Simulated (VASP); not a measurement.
A run of VASP 6.6.1 is set up as follows.

File POSCAR:

```
TiTe2
1.0
    3.7731080549      0.0000000000      0.0000000000
   -1.8865540275      3.2676074268      0.0000000000
    0.0000000000      0.0000000000      6.5745391422
Ti Te
1 2
Direct
    0.0000000000      0.0000000000      0.0000000000
    0.6666666667      0.3333333333      0.2581220760
    0.3333333333      0.6666666667      0.7418779240
```

File INCAR.step1:

```
SYSTEM = TiTe2
  PREC = Accurate
  ENCUT = 520
  ISMEAR = -1
  SIGMA = 0.15
  LREAL = .False.
  LASPH = .True.
  NELM = 60
  NBANDS = 19
  GGA = PE
  ALGO = Normal
  EDIFF = 1E-4
  LWAVE = .True.
  LCHARG = .False.
```

The input INCAR.step2:

```
SYSTEM = TiTe2
  PREC = Accurate
  ENCUT = 520
  EDIFF = 1E-7
  ISMEAR = -1
  SIGMA = 0.15
  LREAL = .False.
  LASPH = .True.
  NELM = 60
  ALGO = Normal
  ISIF = 2
  LWAVE = .False.
  LCHARG = .False.
  METAGGA = R2SCAN
  LMIXTAU = .True.
  IVDW = 12
  VDW_S6 = 1.0
  VDW_S8 = 0.78981345
  VDW_A1 = 0.49484001
  VDW_A2 = 5.73083694
  NBANDS = 19
  ISTART = 1
```

Contents of KPOINTS:

```
Automatic mesh
0
Gamma
  15 15 8
  0 0 0
```

Potentials or basis: VASP PAW PBE potentials, release 64 (Ti_sv, Te).

The run is started by

```bash
$ cat potpaw_PBE.64/Ti_sv/POTCAR potpaw_PBE.64/Te/POTCAR > POTCAR
$ cp INCAR.step1 INCAR
$ mpirun -np 1 vasp_std > vasp.out
$ cp INCAR.step2 INCAR
$ mpirun -np 1 vasp_std > vasp.out
```

Predict the largest force.

0.019 eV/Å.

Predict the dispersion energy per atom.

-0.227 eV.

Forces on the atoms (eV/Å):
```
Ti   0.000  0.000  0.000
Te   0.000  0.000  0.019
Te   0.000  0.000 -0.019
```

Caveat: the PAW data sets were made with another functional, which shifts forces and pressure a little.
